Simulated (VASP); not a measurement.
# InSb (F-43m) in VASP: further runs

Aim: see how the results for InSb move with the level of theory and the settings. Levels: LDA, PBEsol, PBE+D4. Tasks: single point.

All numbers are computed with VASP 6.6.1; they aren't measurements. Logs are shortened: lines on timing, memory, paths and dates and some standing lists are left out, and cuts for length are marked.

**What was measured.**

“Electronic Structure and Epitaxy of CdTe Shells on InSb Nanowires”, 2021, arxiv:2111.05126 quotes, for a bulk crystal of InSb: band gap 0.24 eV.

The results are compared with them further down.

### Step 1. The cell of the first run

The structure is cubic, space group F-43m (No. 216). Conventional cell: a = 6.538 Å, b = 6.538 Å, c = 6.538 Å, α = 90.00°, β = 90.00°, γ = 90.00°. In (site symmetry -43m) has 4 Sb at 2.83 Å within 3.7 Å. Sb (site symmetry -43m) has 4 In at 2.83 Å within 3.7 Å.

### Step 2. Single point, LDA (volume scaled by 1.04)

Input file INCAR:

```
PREC = Accurate
ENCUT = 520
EDIFF = 1E-7
ISMEAR = 0
SIGMA = 0.05
LREAL = F
LASPH = T
NELM = 80
ALGO = Normal
ISIF = 2
LWAVE = F
LCHARG = F
NBANDS = 16
```

Input file KPOINTS:

```
Automatic mesh
0
Gamma
  6 6 6
```

Input file POSCAR:

```
InSb
1.0
    0.0000000000      3.2689799207      3.2689799207
    3.2689799207      0.0000000000      3.2689799207
    3.2689799207      3.2689799207      0.0000000000
In Sb
1 1
Direct
    0.0000000000      0.0000000000      0.0000000000
    0.7500000000      0.7500000000      0.7500000000
```

Potentials or basis: VASP PAW LDA potentials, release 64 (In_d, Sb).

Command:

```bash
cat potpaw_LDA.64/In_d/POTCAR potpaw_LDA.64/Sb/POTCAR > POTCAR
mpirun -np 1 vasp_std > vasp.out
```

OUTCAR:

```text
PREC = Accurate
   ENCUT = 520
   EDIFF = 1E-7
   ISMEAR = 0
   LREAL = F
   LASPH = T
   NELM = 80
   ISIF = 2

 ion  position               nearest neighbor table
   1  0.000  0.000  0.000-   2 2.83   2 2.83   2 2.83   2 2.83
   2  0.750  0.750  0.750-   1 2.83   1 2.83   1 2.83   1 2.83

  LATTYP: Found a face centered cubic cell.
 ALAT       =     6.5379598414

  Lattice vectors:

 A1 = (   0.0000000000,   3.2689799207,   3.2689799207)
 A2 = (   3.2689799207,   0.0000000000,   3.2689799207)
 A3 = (   3.2689799207,   3.2689799207,   0.0000000000)

Analysis of symmetry for initial positions (statically):
=====================================================================
 Subroutine PRICEL returns:
 Original cell was already a primitive cell.

 Routine SETGRP: Setting up the symmetry group for a
 face centered cubic supercell.

 Subroutine GETGRP returns: Found 24 space group operations
 (whereof 24 operations were pure point group operations)
 out of a pool of 48 trial point group operations.

The static configuration has the point symmetry T_d .

Analysis of symmetry for dynamics (positions and initial velocities):
=====================================================================
 Subroutine PRICEL returns:
 Original cell was already a primitive cell.

 Routine SETGRP: Setting up the symmetry group for a
 face centered cubic supercell.

 Subroutine GETGRP returns: Found 24 space group operations
 (whereof 24 operations were pure point group operations)
 out of a pool of 48 trial point group operations.

The dynamic configuration has the point symmetry T_d .

 Subroutine INISYM returns: Found 24 space group operations
 (whereof 24 operations are pure point group operations),
 and found     1 'primitive' translations

----------------------------------------------------------------------------------------

                                     Primitive cell

  volume of cell :      69.8661

  direct lattice vectors                    reciprocal lattice vectors
     0.000000000  3.268979921  3.268979921    -0.152952913  0.152952913  0.152952913
     3.268979921  0.000000000  3.268979921     0.152952913 -0.152952913  0.152952913
     3.268979921  3.268979921  0.000000000     0.152952913  0.152952913 -0.152952913

[... 69 lines left out ...]
   LNONCOLLINEAR =      F non collinear calculations
   LSORBIT =      F    spin-orbit coupling
   LASPH  =      T    aspherical Exc in radial PAW
   ENCUT  =  520.0 eV  38.22 Ry    6.18 a.u.   8.60  8.60  8.60*2*pi/ulx,y,z
   NELM   =     80;   NELMIN=  2; NELMDL= -5     # of ELM steps
   EDIFF  = 0.1E-06   stopping-criterion for ELM
   LREAL  =      F    real-space projection
   EDIFFG = 0.1E-05   stopping-criterion for IOM
   NSW    =      0    number of steps for IOM
   IBRION =     -1    ionic relax: 0-MD 1-quasi-New 2-CG
   NFREE  =      0    steps in history (QN), initial steepest desc. (CG)
   ISIF   =      2    stress and relaxation
   ISYM   =      2    0-nonsym 1-usesym 2-fastsym
   POTIM  = 0.5000    time-step for ionic-motion
   TEBEG  =    0.0;   TEEND  =   0.0 temperature during run
   PSTRESS=    0.0 pullay stress
   NELECT =      18.0000    total number of electrons
   NUPDOWN=      -1.0000    fix difference up-down
   EMIN   =  10.00;   EMAX   =-10.00  energy-range for DOS
   EFERMI =   0.00;   METHOD = LEGACY
   ISMEAR =     0;   SIGMA  =   0.05  broadening in eV -4-tet -1-fermi 0-gaus
   EFERMI_NEDOS =   21; number of points for ismear=-14 and -15
   IALGO  =     38    algorithm
   IMIX   =      4    mixing-type and parameters
     AMIX     =   0.40;   BMIX     =  1.00
     AMIX_MAG =   1.60;   BMIX_MAG =  1.00
  volume/ion in A,a.u.               =      34.93       235.74
  Fermi-wavevector in a.u.,A,eV,Ry     =   1.041702  1.968531 14.764262  1.085143
  Thomas-Fermi vector in A             =   2.176334
   LORBIT       =      0    0 simple, 1 ext, 2 COOP (PROOUT), +10 PAW based schemes
   GGA     = CA    functional components
   LHFCALC =     F    Hartree Fock is set to
   AEXX    =    0.0000 exact exchange contribution
   IVDW    =     0    specifies the selected vdW correction
   LEPSILON=     F    determine dielectric tensor
   LRPA    =     F    only Hartree local field effects (RPA)
 non-spin polarized calculation
 Gauss-broadening in eV      SIGMA  =   0.05
  energy-cutoff  :      520.00
  volume of cell :       69.87
 maximum number of plane-waves:      1895
 NGX is ok and might be reduce to    36
   NGX = 17   NGY = 17   NGZ = 17

 number of electron      17.9999996 magnetization

 Free energy of the ion-electron system (eV)
  ---------------------------------------------------
  ext. energy  EPLUGINS =         0.00000000
  ---------------------------------------------------
  free energy    TOTEN  =        -8.17953111 eV

  energy without entropy =       -8.17917402  energy(sigma->0) =       -8.17935256

 E-fermi :   4.6269     XC(G=0):  -8.8773

 val. band max:        4.6116425925   @ k =   0.0000   0.0000   0.0000
 cond. band min:       4.9811787503   @ k =   0.5000   0.0000   0.0000
 fundamental gap:      0.3695361578
 Fermi energy:         4.6268710112

 k-point     1 :       0.0000    0.0000    0.0000
  band No.  band energies     occupation
      1      -9.8967      2.00000
      2      -9.8967      2.00000
      3      -9.8967      2.00000
      4      -9.8172      2.00000
      5      -9.8172      2.00000
      6      -5.9920      2.00000
[... 281 lines left out ...]
      3      -9.8581      2.00000
      4      -9.8287      2.00000
      5      -9.8129      2.00000
      6      -4.0869      2.00000
[... 8 lines left out ...]
     15      14.1211      0.00000
     16      14.8695      0.00000

------------------------ aborting loop because EDIFF is reached ----------------------------------------

  FORCE on cell =-STRESS in cart. coord.  units (eV):
  Direction    XX          YY          ZZ          XY          YZ          ZX
  --------------------------------------------------------------------------------------
  -------------------------------------------------------------------------------------
  Total       -0.6924076     -0.6924076     -0.6924076     -0.0000000      0.0000000     -0.0000000
  in kB      -15.8783596    -15.8783596    -15.8783596     -0.0000000      0.0000000     -0.0000000
  external PRESSURE =     -15.8783596 kB  Pullay stress =       0.0000000 kB

 VOLUME and BASIS-vectors are now :
 -----------------------------------------------------------------------------
  energy-cutoff  :      520.00
  volume of cell :       69.87
      direct lattice vectors                 reciprocal lattice vectors
     0.000000000  3.268979921  3.268979921    -0.152952913  0.152952913  0.152952913
     3.268979921  0.000000000  3.268979921     0.152952913 -0.152952913  0.152952913
     3.268979921  3.268979921  0.000000000     0.152952913  0.152952913 -0.152952913

 POSITION                                       TOTAL-FORCE (eV/Angst)
 -----------------------------------------------------------------------------------
      0.00000      0.00000      0.00000         0.000000     -0.000000      0.000000
      4.90347      4.90347      4.90347        -0.000000      0.000000     -0.000000
 -----------------------------------------------------------------------------------
    total drift:                               -0.000000     -0.000000     -0.000000

  FREE ENERGIE OF THE ION-ELECTRON SYSTEM (eV)
  ---------------------------------------------------
  free  energy   TOTEN  =        -8.1795311068 eV

  energy  without entropy=       -8.1791740181  energy(sigma->0) =       -8.17935256
```

OSZICAR:

```text
N       E                     dE             d eps       ncg     rms          rms(c)
DAV:   1     0.116448585338E+03    0.11645E+03   -0.77408E+03   512   0.111E+03
DAV:   2    -0.636651628206E+00   -0.11709E+03   -0.11288E+03   608   0.284E+02
DAV:   3    -0.810022365727E+01   -0.74636E+01   -0.74396E+01   624   0.737E+01
DAV:   4    -0.832146153714E+01   -0.22124E+00   -0.22118E+00   656   0.150E+01
DAV:   5    -0.833383781926E+01   -0.12376E-01   -0.12376E-01   752   0.291E+00    0.412E+00
DAV:   6    -0.821035316090E+01    0.12348E+00   -0.15172E-01   744   0.595E+00    0.234E+00
DAV:   7    -0.818118469172E+01    0.29168E-01   -0.63986E-02   720   0.227E+00    0.527E-01
DAV:   8    -0.817943954869E+01    0.17451E-02   -0.67530E-03   696   0.940E-01    0.281E-01
DAV:   9    -0.817954466994E+01   -0.10512E-03   -0.66796E-04   640   0.226E-01    0.868E-02
DAV:  10    -0.817952751912E+01    0.17151E-04   -0.43771E-05   640   0.446E-02    0.347E-02
DAV:  11    -0.817953130199E+01   -0.37829E-05   -0.10147E-05   624   0.421E-02    0.244E-02
DAV:  12    -0.817953108958E+01    0.21241E-06   -0.89576E-07   680   0.927E-03    0.594E-03
DAV:  13    -0.817953110678E+01   -0.17203E-07   -0.18713E-07   688   0.373E-03
   1 F= -.81795311E+01 E0= -.81793526E+01  d E =-.357089E-03
```

It took 7.5 s on 1 thread of Intel Xeon 6975P-C (Granite Rapids), shared host; peak memory 0.18 GiB.

Results:

```
Free energy            : -8.1795 eV
Pressure               : -1.6 GPa
Band gap on the k mesh : zero (filled and empty bands touch)
```

Caveat: spin-orbit coupling is left out, which moves the levels of the heavy elements.

(Part 1 of 3 ends here.)
